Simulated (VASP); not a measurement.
# BN (F-43m) in VASP: notebook

The runs below take BN through relaxation of cell and atoms, with LAK, r2SCAN.

Everything below comes from runs of VASP 6.6.1. Logs are shortened: lines on timing, memory, paths and dates and some standing lists are left out, and cuts for length are marked.

## 1. The cell of the first run

It takes space group F-43m (No. 216, cubic). Conventional cell: a = 3.697 Å, b = 3.697 Å, c = 3.697 Å, α = 90.00°, β = 90.00°, γ = 90.00°. N (site symmetry -43m) has 4 B at 1.60 Å within 2.1 Å. B (site symmetry -43m) has 4 N at 1.60 Å within 2.1 Å.

## 2. Relaxation of cell and atoms, LAK (6.32 Å³/atom)

The input, POSCAR:

```
BN
1.0
    0.0000000000      1.8485590667      1.8485590667
    1.8485590667      0.0000000000      1.8485590667
    1.8485590667      1.8485590667      0.0000000000
N B
1 1
Direct
    0.2500000000      0.2500000000      0.2500000000
    0.0000000000      0.0000000000      0.0000000000
```

The input, INCAR.step1:

```
METAGGA = LAK
ISMEAR = 0
SIGMA = 0.03
LWAVE = F
LCHARG = F
NSW = 80
PREC = Accurate
LASPH = T
LREAL = F
ALGO = Normal
EDIFF = 1E-7
NELM = 120
GGA_COMPAT = F
IBRION = 2
ISIF = 3
EDIFFG = -0.002
NELMIN = 4
ENCUT = 840
EFERMI = MIDGAP
LMIXTAU = T
POTIM = 0.5
```

The input, INCAR.step4:

```
METAGGA = LAK
ISMEAR = 0
SIGMA = 0.03
LWAVE = F
LCHARG = F
PREC = Accurate
LASPH = T
LREAL = F
ALGO = Normal
EDIFF = 1E-7
NELM = 120
GGA_COMPAT = F
ISIF = 2
ENCUT = 840
EFERMI = MIDGAP
LMIXTAU = T
```

The input, KPOINTS:

```
Automatic mesh
0
Gamma
  13 13 13
  0 0 0
```

Potentials or basis: VASP PAW PBE potentials, release 64 (N, B).

The run is started by

```console
> cat potpaw_PBE.64/N/POTCAR potpaw_PBE.64/B/POTCAR > POTCAR
> cp INCAR.step1 INCAR
> cp POSCAR.step1 POSCAR
> mpirun -np 1 vasp_std > vasp.out
> cp CONTCAR POSCAR
> mpirun -np 1 vasp_std > vasp.out
> cp CONTCAR POSCAR
> mpirun -np 1 vasp_std > vasp.out
> cp CONTCAR POSCAR
> cp INCAR.step4 INCAR
> mpirun -np 1 vasp_std > vasp.out
```

OUTCAR:

```text
METAGGA = LAK
   ISMEAR = 0
   PREC = Accurate
   LASPH = T
   LREAL = F
   EDIFF = 1E-7
   NELM = 120
   ISIF = 2
   ENCUT = 840
   EFERMI = MIDGAP

 ion  position               nearest neighbor table
   1  0.250  0.250  0.250-   2 1.57   2 1.57   2 1.57   2 1.57
   2  0.000  0.000  0.000-   1 1.57   1 1.57   1 1.57   1 1.57

  LATTYP: Found a face centered cubic cell.
 ALAT       =     3.6278787830

  Lattice vectors:

 A1 = (   0.0000000000,   1.8139393915,   1.8139393915)
 A2 = (   1.8139393915,   0.0000000000,   1.8139393915)
 A3 = (   1.8139393915,   1.8139393915,   0.0000000000)

Analysis of symmetry for initial positions (statically):
=====================================================================
 Subroutine PRICEL returns:
 Original cell was already a primitive cell.

 Routine SETGRP: Setting up the symmetry group for a
 face centered cubic supercell.

 Subroutine GETGRP returns: Found 24 space group operations
 (whereof 24 operations were pure point group operations)
 out of a pool of 48 trial point group operations.

The static configuration has the point symmetry T_d .

Analysis of symmetry for dynamics (positions and initial velocities):
=====================================================================
 Subroutine PRICEL returns:
 Original cell was already a primitive cell.

 Routine SETGRP: Setting up the symmetry group for a
 face centered cubic supercell.

 Subroutine GETGRP returns: Found 24 space group operations
 (whereof 24 operations were pure point group operations)
 out of a pool of 48 trial point group operations.

The dynamic configuration has the point symmetry T_d .

 Subroutine INISYM returns: Found 24 space group operations
 (whereof 24 operations are pure point group operations),
 and found     1 'primitive' translations

----------------------------------------------------------------------------------------

                                     Primitive cell

  volume of cell :      11.9371

  direct lattice vectors                    reciprocal lattice vectors
     0.000000000  1.813939391  1.813939391    -0.275643168  0.275643168  0.275643168
     1.813939391  0.000000000  1.813939391     0.275643168 -0.275643168  0.275643168
     1.813939391  1.813939391  0.000000000     0.275643168  0.275643168 -0.275643168

  length of vectors
     2.565297689  2.565297689  2.565297689     0.477427971  0.477427971  0.477427971

  position of ions in fractional coordinates (direct lattice)
     0.250000000  0.250000000  0.250000000
     0.000000000  0.000000000  0.000000000

  ion indices of the primitive-cell ions
   primitive index   ion index
                 1           1
                 2           2

----------------------------------------------------------------------------------------

 KPOINTS: Automatic mesh

Automatic generation of k-mesh.
 Grid dimensions read from file:
 generate k-points for:   13   13   13

 Generating k-lattice:

  Cartesian coordinates                     Fractional coordinates (reciprocal lattice)
    -0.021203321  0.021203321  0.021203321     0.076923077  0.000000000  0.000000000
     0.021203321 -0.021203321  0.021203321     0.000000000  0.076923077  0.000000000
     0.021203321  0.021203321 -0.021203321     0.000000000  0.000000000  0.076923077

  Length of vectors
     0.036725229  0.036725229  0.036725229

  Shift w.r.t. Gamma in fractional coordinates (k-lattice)
     0.000000000  0.000000000  0.000000000

 Subroutine IBZKPT returns following result:
 ===========================================

 Found     84 irreducible k-points:

 Following reciprocal coordinates:
            Coordinates               Weight
  0.000000  0.000000  0.000000      1.000000
  0.076923  0.000000  0.000000      8.000000
  0.153846  0.000000  0.000000      8.000000
  0.230769  0.000000  0.000000      8.000000
  0.307692  0.000000  0.000000      8.000000
  0.384615  0.000000  0.000000      8.000000
[... 16 lines left out ...]
  0.384615  0.153846  0.000000     24.000000
  0.461538  0.153846  0.000000     24.000000
 [... further k-points ...]
   k-points           NKPTS =     84   k-points in BZ     NKDIM =     84   number of bands    NBANDS=      8
   number of dos      NEDOS =    301   number of ions     NIONS =      2
   total plane-waves  NPLWV =  13824
   dimension x,y,z NGX =    24 NGY =   24 NGZ =   24
   dimension x,y,z NGXF=    48 NGYF=   48 NGZF=   48
   ions per type =               1   1
   NGX,Y,Z   is equivalent  to a cutoff of  15.55, 15.55, 15.55 a.u.
   NGXF,Y,Z  is equivalent  to a cutoff of  31.11, 31.11, 31.11 a.u.
 SYSTEM =  unknown system
   PREC   = accura    normal or accurate (medium, high low for compatibility)
   ISTART =      0    job   : 0-new  1-cont  2-samecut
   ICHARG =      2    charge: 1-file 2-atom 10-const
   ISPIN  =      1    spin polarized calculation?
   LNONCOLLINEAR =      F non collinear calculations
   LSORBIT =      F    spin-orbit coupling
   LASPH  =      T    aspherical Exc in radial PAW
   ENCUT  =  840.0 eV  61.74 Ry    7.86 a.u.   6.06  6.06  6.06*2*pi/ulx,y,z
   NELM   =    120;   NELMIN=  2; NELMDL=  0     # of ELM steps
   EDIFF  = 0.1E-06   stopping-criterion for ELM
   LREAL  =      F    real-space projection
   EDIFFG = 0.1E-05   stopping-criterion for IOM
   NSW    =      0    number of steps for IOM
   IBRION =     -1    ionic relax: 0-MD 1-quasi-New 2-CG
   NFREE  =      0    steps in history (QN), initial steepest desc. (CG)
   ISIF   =      2    stress and relaxation
   ISYM   =      2    0-nonsym 1-usesym 2-fastsym
   POTIM  = 0.5000    time-step for ionic-motion
   TEBEG  =    0.0;   TEEND  =   0.0 temperature during run

   SCALEE = 1.0000    scale energy and forces
   PSTRESS=    0.0 pullay stress
   NELECT =       8.0000    total number of electrons
   NUPDOWN=      -1.0000    fix difference up-down
   EMIN   =  10.00;   EMAX   =-10.00  energy-range for DOS
   EFERMI =   0.00;   METHOD = MIDGAP
   ISMEAR =     0;   SIGMA  =   0.03  broadening in eV -4-tet -1-fermi 0-gaus
   EFERMI_NEDOS =   21; number of points for ismear=-14 and -15
   IALGO  =     38    algorithm
   IMIX   =      4    mixing-type and parameters
     AMIX     =   0.40;   BMIX     =  1.00
     AMIX_MAG =   1.60;   BMIX_MAG =  1.00
  volume/ion in A,a.u.               =       5.97        40.28
  Fermi-wavevector in a.u.,A,eV,Ry     =   1.432645  2.707307 27.925590  2.052473
  Thomas-Fermi vector in A             =   2.552250
   LORBIT       =      0    0 simple, 1 ext, 2 COOP (PROOUT), +10 PAW based schemes
   METAGGA = LAK    functional components
   LHFCALC =     F    Hartree Fock is set to
   AEXX    =    0.0000 exact exchange contribution
   IVDW    =     0    specifies the selected vdW correction
   LEPSILON=     F    determine dielectric tensor
   LRPA    =     F    only Hartree local field effects (RPA)

   CSHIFT  =0.1000    complex shift for real part using Kramers Kronig

   OMEGAMAX=  -1.0    maximum frequency
 non-spin polarized calculation
 Gauss-broadening in eV      SIGMA  =   0.03
  energy-cutoff  :      840.00
  volume of cell :       11.94
 maximum number of plane-waves:       670
   NGX = 13   NGY = 13   NGZ = 13

 number of electron       8.0000000 magnetization

 Free energy of the ion-electron system (eV)
  ---------------------------------------------------
  ext. energy  EPLUGINS =         0.00000000
  ---------------------------------------------------
  free energy    TOTEN  =       -17.91050156 eV

  energy without entropy =      -17.91050156  energy(sigma->0) =      -17.91050156

 E-fermi :   9.9767     XC(G=0): -13.4249

 val. band max:        7.2003417511   @ k =   0.0000   0.0000   0.0000
 cond. band min:      12.7530071538   @ k =   0.4615   0.4615   0.0000
 fundamental gap:      5.5526654027
 Fermi energy:         9.9766744524

 k-point     1 :       0.0000    0.0000    0.0000
  band No.  band energies     occupation
      1     -14.2810      2.00000
      2       7.2003      2.00000
      3       7.2003      2.00000
      4       7.2003      2.00000
      5      16.9075      0.00000
      6      16.9075      0.00000
      7      16.9075      0.00000
      8      18.6545      0.00000

 k-point     2 :       0.0769    0.0000    0.0000
  band No.  band energies     occupation
      1     -14.1336      2.00000
      2       6.3782      2.00000
      3       7.0395      2.00000
      4       7.0395      2.00000
      5      17.1438      0.00000
      6      17.1576      0.00000
      7      17.1576      0.00000
      8      19.1349      0.00000

 k-point     3 :       0.1538    0.0000    0.0000
  band No.  band energies     occupation
      1     -13.6969      2.00000
      2       4.4313      2.00000
      3       6.6353      2.00000
      4       6.6353      2.00000
      5      17.4744      0.00000
      6      17.7640      0.00000
      7      17.7640      0.00000
      8      20.4072      0.00000

 k-point     4 :       0.2308    0.0000    0.0000
  band No.  band energies     occupation
      1     -12.9906      2.00000
      2       2.0832      2.00000
      3       6.1435      2.00000
      4       6.1435      2.00000
      5      17.7392      0.00000
      6      18.4028      0.00000
      7      18.4028      0.00000
      8      21.8568      0.00000

 k-point     5 :       0.3077    0.0000    0.0000
  band No.  band energies     occupation
      1     -12.0632      2.00000
      2      -0.2498      2.00000
      3       5.6931      2.00000
      4       5.6931      2.00000
      5      17.9585      0.00000
      6      18.8021      0.00000
      7      18.8021      0.00000
      8      23.0481      0.00000

 k-point     6 :       0.3846    0.0000    0.0000
  band No.  band energies     occupation
      1     -11.0372      2.00000
      2      -2.2766      2.00000
      3       5.3613      2.00000
      4       5.3613      2.00000
      5      18.1181      0.00000
      6      18.9305      0.00000
      7      18.9305      0.00000
      8      23.8372      0.00000

 k-point     7 :       0.4615    0.0000    0.0000
  band No.  band energies     occupation
      1     -10.2399      2.00000
      2      -3.5905      2.00000
      3       5.1875      2.00000
      4       5.1875      2.00000
      5      18.2013      0.00000
      6      18.9337      0.00000
      7      18.9337      0.00000
      8      24.2179      0.00000
[... 133 lines left out ...]
 k-point    20 :       0.1538    0.1538    0.0000
  band No.  band energies     occupation
      1     -13.5030      2.00000
      2       5.2621      2.00000
      3       5.6005      2.00000
      4       5.6005      2.00000
      5      16.0120      0.00000
      6      19.2453      0.00000
      7      19.2453      0.00000
      8      20.1409      0.00000

 k-point    21 :       0.2308    0.1538    0.0000
  band No.  band energies     occupation
      1     -12.9831      2.00000
      2       3.5335      2.00000
      3       5.0128      2.00000
      4       5.3914      2.00000
      5      15.9664      0.00000
      6      19.8392      0.00000
      7      20.1779      0.00000
      8      20.7681      0.00000

 k-point    22 :       0.3077    0.1538    0.0000
  band No.  band energies     occupation
      1     -12.2135      2.00000
      2       1.4106      2.00000
      3       4.5562      2.00000
      4       4.9504      2.00000
      5      16.3598      0.00000
      6      20.1949      0.00000
      7      20.8213      0.00000
      8      21.3245      0.00000

 k-point    23 :       0.3846    0.1538    0.0000
  band No.  band energies     occupation
      1     -11.2628      2.00000
      2      -0.6686      2.00000
      3       4.2949      2.00000
      4       4.3559      2.00000
      5      16.7905      0.00000
      6      20.4071      0.00000
      7      21.0266      0.00000
      8      22.1206      0.00000

 k-point    24 :       0.4615    0.1538    0.0000
  band No.  band energies     occupation
      1     -10.3044      2.00000
      2      -2.3837      2.00000
      3       3.7787      2.00000
      4       4.2550      2.00000
      5      17.1268      0.00000
      6      20.4028      0.00000
      7      20.8780      0.00000
      8      23.3648      0.00000

 [... further k-points ...]

------------------------ aborting loop because EDIFF is reached ----------------------------------------

  FORCE on cell =-STRESS in cart. coord.  units (eV):
  Direction    XX          YY          ZZ          XY          YZ          ZX
  --------------------------------------------------------------------------------------
  -------------------------------------------------------------------------------------
  Total        0.0005532      0.0005532      0.0005532      0.0000000      0.0000000     -0.0000000
  in kB        0.0742496      0.0742496      0.0742496      0.0000000      0.0000000     -0.0000000
  external PRESSURE =       0.0742496 kB  Pullay stress =       0.0000000 kB

 VOLUME and BASIS-vectors are now :
 -----------------------------------------------------------------------------
  energy-cutoff  :      840.00
  volume of cell :       11.94
      direct lattice vectors                 reciprocal lattice vectors
     0.000000000  1.813939391  1.813939391    -0.275643168  0.275643168  0.275643168
     1.813939391  0.000000000  1.813939391     0.275643168 -0.275643168  0.275643168
     1.813939391  1.813939391  0.000000000     0.275643168  0.275643168 -0.275643168

 POSITION                                       TOTAL-FORCE (eV/Angst)
 -----------------------------------------------------------------------------------
      0.90697      0.90697      0.90697        -0.000000     -0.000000     -0.000000
      0.00000      0.00000      0.00000         0.000000      0.000000      0.000000
 -----------------------------------------------------------------------------------
    total drift:                               -0.000000     -0.000000     -0.000000

  FREE ENERGIE OF THE ION-ELECTRON SYSTEM (eV)
  ---------------------------------------------------
  free  energy   TOTEN  =       -17.9105015551 eV

  energy  without entropy=      -17.9105015551  energy(sigma->0) =      -17.91050156
```

It took 11 min on 1 thread of Intel Xeon Platinum 8488C (Sapphire Rapids), shared host; peak memory 0.17 GiB.

Results:

| Item | Value |
| --- | --- |
| Free energy | -17.9105 eV |
| Relaxed volume | 5.97 Å³/atom |
| Relaxed cell | a = 2.565 Å, b = 2.565 Å, c = 2.565 Å, α = 60.00°, β = 60.00°, γ = 60.00° |
| Space group after relaxing (to 0.1 Å) | F-43m (No. 216) |
| Energy gained by relaxing | 22.1 meV/atom |
| Ionic steps | 8 |
| Pressure after relaxing | 0.0 GPa |
| Band gap on the k mesh | 5.55 eV (least direct gap 9.71 eV) |

The path:
```csv
step,energy change (eV),largest force (eV/Å),pressure (GPa),volume (Å³)
1,0.0000,0.0000,-19.54,12.63
2,0.0032,0.0000,24.18,11.28
3,-0.0444,0.0000,-0.18,11.94
4,-0.0444,0.0000,0.25,11.93
5,-0.0444,0.0000,-0.22,11.94
6,-0.0444,0.0000,0.03,11.94
7,-0.0442,0.0000,0.01,11.94
8,-0.0442,0.0000,0.01,11.94
```

Final structure:
```xyz
2
Lattice="0.0000 1.8139 1.8139 1.8139 0.0000 1.8139 1.8139 1.8139 0.0000" Properties=species:S:1:pos:R:3 pbc="T T T"
N     0.9070    0.9070    0.9070
B     0.0000    0.0000    0.0000
```

Caveat: the PAW data sets were made with another functional, which shifts forces and pressure a little; an odd mesh through Γ misses points on the zone boundary, where band edges can lie.

[end of part 1 of 2]
